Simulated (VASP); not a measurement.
Runs of VASP 6.6.1 on Sn. The structure is that of space group P6_3/mmc (No. 194), or close to it. The cells are those of the table. 

```tsv
cell	k mesh	gap on the mesh (eV)	pressure (GPa)
a = 3.414, b = 3.414, c = 11.272 Å, angles 90.0, 90.0, 120.0°, 4 atoms	11 × 11 × 3	none	(b)
a = 3.272, b = 3.272, c = 10.802 Å, angles 90.0, 90.0, 120.0°, 4 atoms	12 × 12 × 4	none	7.7
a = 3.368, b = 3.368, c = 11.120 Å, angles 90.0, 90.0, 120.0°, 4 atoms	12 × 12 × 4	none	(a)
a = 3.321, b = 3.321, c = 10.963 Å, angles 90.0, 90.0, 120.0°, 4 atoms	12 × 12 × 4	none	4.6
a = 3.414, b = 3.414, c = 11.272 Å, angles 90.0, 90.0, 120.0°, 4 atoms	12 × 12 × 4	none	0.1
```

Alike in all rows: task single point; level revPBE; potentials or basis VASP PAW PBE potentials, release 64 (Sn_d); no spin polarisation; cutoff (eV) 520; smearing fermi-dirac 0.1 eV.

Problem. Estimate the missing entries.

Solution. (a) 2.1; (b) -0.1.

Caveats: the PAW data sets were made with another functional, which shifts forces and pressure a little; spin-orbit coupling is left out, which moves the levels of the heavy elements.

A k mesh can miss the band edges, and the runs leave out spin-orbit coupling on Sn.

A gap of «none» marks levels without a gap at the run's occupations.
